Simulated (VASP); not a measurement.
# RuPt2 (P6/mmm) in VASP: notebook

RuPt2 is run at these levels: PBE; tasks: single point, relaxation of cell and atoms.

Everything below comes from runs of VASP 6.6.1. Logs are shortened: lines on timing, memory, paths and dates and some standing lists are left out, and cuts for length are marked.

### 1 The cell of the first run

Symmetry: P6/mmm, No. 191, hexagonal system. The conventional cell has a = 3.979 Å, b = 3.979 Å, c = 3.373 Å, α = 90.00°, β = 90.00°, γ = 120.00°. Ru (site symmetry 6/mmm) has 6 Pt at 2.30 Å within 3.0 Å. Pt (site symmetry -6m2) has 3 Ru at 2.30 Å and 3 Pt at 2.30 Å within 3.0 Å.

### 2 Single point, PBE

Input file INCAR:

```
  PREC = Accurate
  ENCUT = 520
  EDIFF = 1E-7
  ISMEAR = 0
  SIGMA = 0.1
  LREAL = False
  LASPH = True
  NELM = 80
  ALGO = Normal
  ISIF = 2
  LWAVE = False
  LCHARG = False
  GGA = PE
  NBANDS = 24
```

Input file KPOINTS:

```
regular mesh
0
Gamma
  6 6 6
```

Input file POSCAR:

```
RuPt2
1.0
    3.9792612800      0.0000000000      0.0000000000
   -1.9896306400      3.4461413600      0.0000000000
    0.0000000000      0.0000000000      3.3728326100
Ru Pt
1 2
Direct
    0.0000000000      0.0000000000      0.0000000000
    0.3333333300      0.6666666700      0.0000000000
    0.6666666700      0.3333333300      0.0000000000
```

Potentials or basis: VASP PAW PBE potentials, release 64 (Ru_pv, Pt).

On the command line:

```bash
$ cat potpaw_PBE.64/Ru_pv/POTCAR potpaw_PBE.64/Pt/POTCAR > POTCAR
$ mpirun -np 1 vasp_std > vasp.out
```

OUTCAR:

```text
PREC = Accurate
   ENCUT = 520
   EDIFF = 1E-7
   ISMEAR = 0
   LREAL = False
   LASPH = True
   NELM = 80
   ISIF = 2
   GGA = PE

 ion  position               nearest neighbor table
   1  0.000  0.000  0.000-   2 2.30   3 2.30   3 2.30   2 2.30   3 2.30   2 2.30
   2  0.333  0.667  0.000-   1 2.30   3 2.30   3 2.30   1 2.30   1 2.30   3 2.30
   3  0.667  0.333  0.000-   1 2.30   2 2.30   2 2.30   1 2.30   1 2.30   2 2.30

  LATTYP: Found a hexagonal cell.
 ALAT       =     3.9792612800
 C/A-ratio  =     0.8476027013

  Lattice vectors:

 A1 = (   3.9792612800,   0.0000000000,   0.0000000000)
 A2 = (  -1.9896306400,   3.4461413600,   0.0000000000)
 A3 = (   0.0000000000,   0.0000000000,   3.3728326100)

Analysis of symmetry for initial positions (statically):
=====================================================================
 Subroutine PRICEL returns:
 Original cell was already a primitive cell.

 Routine SETGRP: Setting up the symmetry group for a
 hexagonal supercell.

 Subroutine GETGRP returns: Found 24 space group operations
 (whereof 24 operations were pure point group operations)
 out of a pool of 24 trial point group operations.

The static configuration has the point symmetry D_6h.

Analysis of symmetry for dynamics (positions and initial velocities):
=====================================================================
 Subroutine PRICEL returns:
 Original cell was already a primitive cell.

 Routine SETGRP: Setting up the symmetry group for a
 hexagonal supercell.

 Subroutine GETGRP returns: Found 24 space group operations
 (whereof 24 operations were pure point group operations)
 out of a pool of 24 trial point group operations.

The dynamic configuration has the point symmetry D_6h.

 Subroutine INISYM returns: Found 24 space group operations
 (whereof 24 operations are pure point group operations),
 and found     1 'primitive' translations

----------------------------------------------------------------------------------------

                                     Primitive cell

  volume of cell :      46.2520

  direct lattice vectors                    reciprocal lattice vectors
     3.979261280  0.000000000  0.000000000     0.251302925  0.145089811  0.000000000
    -1.989630640  3.446141360  0.000000000     0.000000000  0.290179623  0.000000000
     0.000000000  0.000000000  3.372832610     0.000000000  0.000000000  0.296486697

  length of vectors
     3.979261280  3.979261283  3.372832610     0.290179623  0.290179623  0.296486697

  position of ions in fractional coordinates (direct lattice)
     0.000000000  0.000000000  0.000000000
     0.333333330  0.666666670  0.000000000
     0.666666670  0.333333330  0.000000000

  ion indices of the primitive-cell ions
   primitive index   ion index
                 1           1
                 2           2
                 3           3

----------------------------------------------------------------------------------------

 KPOINTS: regular mesh

Automatic generation of k-mesh.
 Grid dimensions read from file:
 generate k-points for:    6    6    6

 Generating k-lattice:

  Cartesian coordinates                     Fractional coordinates (reciprocal lattice)
     0.041883821  0.024181635  0.000000000     0.166666667  0.000000000  0.000000000
     0.000000000  0.048363270  0.000000000     0.000000000  0.166666667  0.000000000
     0.000000000  0.000000000  0.049414449     0.000000000  0.000000000  0.166666667

  Length of vectors
     0.048363271  0.048363270  0.049414449

  Shift w.r.t. Gamma in fractional coordinates (k-lattice)
     0.000000000  0.000000000  0.000000000

 Subroutine IBZKPT returns following result:
 ===========================================

 Found     28 irreducible k-points:

 Following reciprocal coordinates:
            Coordinates               Weight
  0.000000  0.000000  0.000000      1.000000
  0.166667 -0.000000  0.000000      6.000000
  0.333333 -0.000000  0.000000      6.000000
  0.500000  0.000000  0.000000      3.000000
  0.166667  0.166667  0.000000      6.000000
  0.333333  0.166667  0.000000     12.000000
[... 16 lines left out ...]
  0.166667 -0.000000  0.500000      6.000000
  0.333333 -0.000000  0.500000      6.000000
 [... further k-points ...]
   k-points           NKPTS =     28   k-points in BZ     NKDIM =     28   number of bands    NBANDS=     24
   number of dos      NEDOS =    301   number of ions     NIONS =      3
   total plane-waves  NPLWV =  25200
   dimension x,y,z NGX =    30 NGY =   30 NGZ =   28
   dimension x,y,z NGXF=    60 NGYF=   60 NGZF=   56
   ions per type =               1   2
   NGX,Y,Z   is equivalent  to a cutoff of  12.53, 12.53, 13.80 a.u.
   NGXF,Y,Z  is equivalent  to a cutoff of  25.07, 25.07, 27.60 a.u.
 SYSTEM =  unknown system
   PREC   = accura    normal or accurate (medium, high low for compatibility)
   ISTART =      0    job   : 0-new  1-cont  2-samecut
   ICHARG =      2    charge: 1-file 2-atom 10-const
   ISPIN  =      1    spin polarized calculation?
   LNONCOLLINEAR =      F non collinear calculations
   LSORBIT =      F    spin-orbit coupling
   LASPH  =      T    aspherical Exc in radial PAW
   ENCUT  =  520.0 eV  38.22 Ry    6.18 a.u.   7.40  7.40  6.27*2*pi/ulx,y,z
   NELM   =     80;   NELMIN=  2; NELMDL= -5     # of ELM steps
   EDIFF  = 0.1E-06   stopping-criterion for ELM
   LREAL  =      F    real-space projection
   EDIFFG = 0.1E-05   stopping-criterion for IOM
   NSW    =      0    number of steps for IOM
   IBRION =     -1    ionic relax: 0-MD 1-quasi-New 2-CG
   NFREE  =      0    steps in history (QN), initial steepest desc. (CG)
   ISIF   =      2    stress and relaxation
   ISYM   =      2    0-nonsym 1-usesym 2-fastsym
   POTIM  = 0.5000    time-step for ionic-motion
   TEBEG  =    0.0;   TEEND  =   0.0 temperature during run
   PSTRESS=    0.0 pullay stress
   NELECT =      34.0000    total number of electrons
   NUPDOWN=      -1.0000    fix difference up-down
   EMIN   =  10.00;   EMAX   =-10.00  energy-range for DOS
   EFERMI =   0.00;   METHOD = LEGACY
   ISMEAR =     0;   SIGMA  =   0.10  broadening in eV -4-tet -1-fermi 0-gaus
   EFERMI_NEDOS =   21; number of points for ismear=-14 and -15
   IALGO  =     38    algorithm
   IMIX   =      4    mixing-type and parameters
     AMIX     =   0.40;   BMIX     =  1.00
     AMIX_MAG =   1.60;   BMIX_MAG =  1.00
  volume/ion in A,a.u.               =      15.42       104.04
  Fermi-wavevector in a.u.,A,eV,Ry     =   1.477489  2.792050 29.701175  2.182975
  Thomas-Fermi vector in A             =   2.591887
   LORBIT       =      0    0 simple, 1 ext, 2 COOP (PROOUT), +10 PAW based schemes
   GGA     = PE    functional components
   LHFCALC =     F    Hartree Fock is set to
   AEXX    =    0.0000 exact exchange contribution
   IVDW    =     0    specifies the selected vdW correction
   LEPSILON=     F    determine dielectric tensor
   LRPA    =     F    only Hartree local field effects (RPA)
 non-spin polarized calculation
 Gauss-broadening in eV      SIGMA  =   0.10
  energy-cutoff  :      520.00
  volume of cell :       46.25
 maximum number of plane-waves:      1267
 NGX is ok and might be reduce to    30
   NGX = 15   NGY = 15   NGZ = 13

 number of electron      34.0000008 magnetization

 Free energy of the ion-electron system (eV)
  ---------------------------------------------------
  ext. energy  EPLUGINS =         0.00000000
  ---------------------------------------------------
  free energy    TOTEN  =       -12.71084104 eV

  energy without entropy =      -12.69859006  energy(sigma->0) =      -12.70471555

 E-fermi :  11.0034     XC(G=0): -12.8778

 val. band max:       10.9378328548   @ k =   0.5000   0.0000   0.1667
 cond. band min:      11.0250178865   @ k =   0.5000   0.0000   0.0000
 fundamental gap:      0.0871850317
 Fermi energy:        11.0034008347

 k-point     1 :       0.0000    0.0000    0.0000
  band No.  band energies     occupation
      1     -32.5284      2.00000
      2     -32.5284      2.00000
      3     -31.8195      2.00000
      4       0.5461      2.00000
      5       4.5569      2.00000
      6       5.5078      2.00000
[... 16 lines left out ...]
     23      20.8809      0.00000
     24      20.9710      0.00000

 k-point     2 :       0.1667   -0.0000    0.0000
  band No.  band energies     occupation
      1     -32.5381      2.00000
      2     -32.5218      2.00000
      3     -31.8205      2.00000
      4       1.1852      2.00000
      5       3.7470      2.00000
      6       4.4460      2.00000
[... 16 lines left out ...]
     23      20.9101      0.00000
     24      21.6541      0.00000

 k-point     3 :       0.3333   -0.0000    0.0000
  band No.  band energies     occupation
      1     -32.5533      2.00000
      2     -32.5085      2.00000
      3     -31.8227      2.00000
      4       1.6143      2.00000
      5       2.7748      2.00000
      6       3.6904      2.00000
[... 16 lines left out ...]
     23      21.6180      0.00000
     24      21.8647      0.00000

 k-point     4 :       0.5000    0.0000    0.0000
  band No.  band energies     occupation
      1     -32.5586      2.00000
      2     -32.5019      2.00000
      3     -31.8238      2.00000
      4       0.8263      2.00000
      5       3.5060      2.00000
      6       3.9845      2.00000
[... 16 lines left out ...]
     23      22.1976      0.00000
     24      24.1102      0.00000

 k-point     5 :       0.1667    0.1667    0.0000
  band No.  band energies     occupation
      1     -32.5470      2.00000
      2     -32.5144      2.00000
      3     -31.8222      2.00000
      4       2.0731      2.00000
      5       2.7730      2.00000
      6       2.7928      2.00000
[... 451 lines left out ...]
 k-point    22 :       0.0000    0.0000    0.5000
  band No.  band energies     occupation
      1     -32.5247      2.00000
      2     -32.5246      2.00000
      3     -31.8639      2.00000
      4       0.8956      2.00000
      5       5.2753      2.00000
      6       5.2753      2.00000
[... 16 lines left out ...]
     23      21.7617      0.00000
     24      22.5882      0.00000

 k-point    23 :       0.1667   -0.0000    0.5000
  band No.  band energies     occupation
      1     -32.5344      2.00000
      2     -32.5181      2.00000
      3     -31.8651      2.00000
      4       1.5381      2.00000
      5       3.8535      2.00000
      6       4.5375      2.00000
[... 16 lines left out ...]
     23      21.6569      0.00000
     24      21.8350      0.00000

 k-point    24 :       0.3333   -0.0000    0.5000
  band No.  band energies     occupation
      1     -32.5494      2.00000
      2     -32.5049      2.00000
      3     -31.8672      2.00000
      4       1.7033      2.00000
      5       3.0939      2.00000
      6       3.7626      2.00000
[... 16 lines left out ...]
     23      18.6320      0.00000
     24      19.3396      0.00000

 [... further k-points ...]
[... 5 lines left out ...]
  --------------------------------------------------------------------------------------
  -------------------------------------------------------------------------------------
  Total       52.0442275     52.0442276      0.0981599     -0.0000000     -0.0000000     -0.0000000
  in kB     1802.8218636   1802.8218670      3.4002777     -0.0000000     -0.0000000     -0.0000000
  external PRESSURE =    1203.0146694 kB  Pullay stress =       0.0000000 kB

 VOLUME and BASIS-vectors are now :
 -----------------------------------------------------------------------------
  energy-cutoff  :      520.00
  volume of cell :       46.25
      direct lattice vectors                 reciprocal lattice vectors
     3.979261280  0.000000000  0.000000000     0.251302925  0.145089811  0.000000000
    -1.989630640  3.446141360  0.000000000     0.000000000  0.290179623  0.000000000
     0.000000000  0.000000000  3.372832610     0.000000000  0.000000000  0.296486697

 POSITION                                       TOTAL-FORCE (eV/Angst)
 -----------------------------------------------------------------------------------
      0.00000      0.00000      0.00000        -0.000000      0.000000      0.000000
     -0.00000      2.29743      0.00000         0.000000      0.000000      0.000000
      1.98963      1.14871      0.00000        -0.000000      0.000000      0.000000
 -----------------------------------------------------------------------------------
    total drift:                               -0.000000      0.000000     -0.000000

  FREE ENERGIE OF THE ION-ELECTRON SYSTEM (eV)
  ---------------------------------------------------
  free  energy   TOTEN  =       -12.7108410351 eV

  energy  without entropy=      -12.6985900642  energy(sigma->0) =      -12.70471555
```

Wall time 33 s (1 thread of Intel Xeon Platinum 8259CL at 2.50GHz (Skylake/Cascade Lake), shared host); peak memory 0.18 GiB.

Results:

* Free energy: -12.7108 eV
* Pressure: 120.3 GPa
* Band gap on the k mesh: zero (band 17 reaches 11.60 eV, above the bottom of band 18 at 9.67 eV)

Stress tensor (GPa, compression positive):
```
180.28   0.00   0.00
  0.00 180.28   0.00
  0.00   0.00   0.34
```

Levels at points of the mesh, in eV from the Fermi level:
```csv
k point,band 13,band 14,band 15,band 16,band 17,band 18,band 19,band 20,band 21,band 22
"(0.00, 0.00, 0.00)",-4.05,-3.74,-3.74,-2.26,-1.23,1.13,1.13,5.77,9.05,9.88
"(0.50, 0.00, 0.00)",-3.99,-2.00,-1.10,-0.40,0.02,0.38,1.29,2.70,3.66,10.64
"(0.00, 0.00, 0.50)",-3.58,-3.58,-2.43,-1.84,-0.60,0.59,0.97,0.97,10.39,10.66
"(0.50, 0.00, 0.50)",-1.15,-0.73,-0.60,-0.31,0.59,1.06,2.23,3.66,4.26,4.31
```

Caveat: spin-orbit coupling is left out, which moves the levels of the heavy elements.

### 3 Single point, PBE

This run uses another cell than the first one, of 16.31 Å³/atom, 1.058 times its volume.

Input file INCAR:

```
PREC     = Accurate       # precision mode
ENCUT    = 520            # plane-wave cutoff, eV
EDIFF    = 1E-6           # SCF threshold, eV
ISMEAR   = 0              # smearing method
SIGMA    = 0.1            # smearing width, eV
LREAL    = F              # projectors in reciprocal space
LASPH    = T              # aspherical terms in the spheres
NELM     = 80             # most SCF steps
ALGO     = Normal         # electronic algorithm
ISIF     = 2              # what is computed and relaxed
LWAVE    = F              # write WAVECAR
LCHARG   = F              # write CHGCAR
GGA      = PE             # functional
NBANDS   = 24             # bands
```

Input file KPOINTS:

```
Automatic mesh
0
Gamma
  6 6 6
```

Input file POSCAR:

```
RuPt2
1.0
    4.6260990933      0.0000000000      0.0000000000
   -2.3130495467      4.0063193353      0.0000000000
    0.0000000000      0.0000000000      2.6397447368
Ru Pt
1 2
Direct
    0.0000000000      0.0000000000      0.0000000000
    0.3333333333      0.6666666667      0.0000000000
    0.6666666667      0.3333333333      0.0000000000
```

Potentials or basis: VASP PAW PBE potentials, release 64 (Ru_pv, Pt).

On the command line:

```bash
$ cat potpaw_PBE.64/Ru_pv/POTCAR potpaw_PBE.64/Pt/POTCAR > POTCAR
$ mpirun -np 1 vasp_std > vasp.out
```

It took 29 s on 1 thread of Intel Xeon Platinum 8259CL at 2.50GHz (Skylake/Cascade Lake), shared host; peak memory 0.18 GiB.

It converged, with:

```
Free energy            : -20.1938 eV
Pressure               : -0.1 GPa
Band gap on the k mesh : zero (band 17 reaches 11.59 eV, above the bottom of band 18 at 9.21 eV)
```

Stress tensor (GPa, compression positive):
```
 0.00  0.00  0.00
 0.00  0.00  0.00
 0.00  0.00 -0.42
```

Levels at points of the mesh, in eV from the Fermi level:
```tsv
k point	band 14	band 15	band 16	band 17	band 18	band 19	band 20	band 21
(0.00, 0.00, 0.00)	-1.45	-1.45	-0.90	-0.90	0.88	0.88	4.98	6.95
(0.50, 0.00, 0.00)	-0.81	-0.57	-0.09	0.18	0.39	0.40	0.65	1.32
(0.00, 0.00, 0.50)	-1.80	-0.99	-0.99	-0.90	1.27	1.88	4.68	8.45
(0.50, 0.00, 0.50)	-1.62	-0.13	0.64	1.48	2.08	4.27	4.52	4.74
```

Caveat: the k points lie up to 0.40 Å⁻¹ apart; spin-orbit coupling is left out, which moves the levels of the heavy elements.

(Continued in part 2 of 2.)
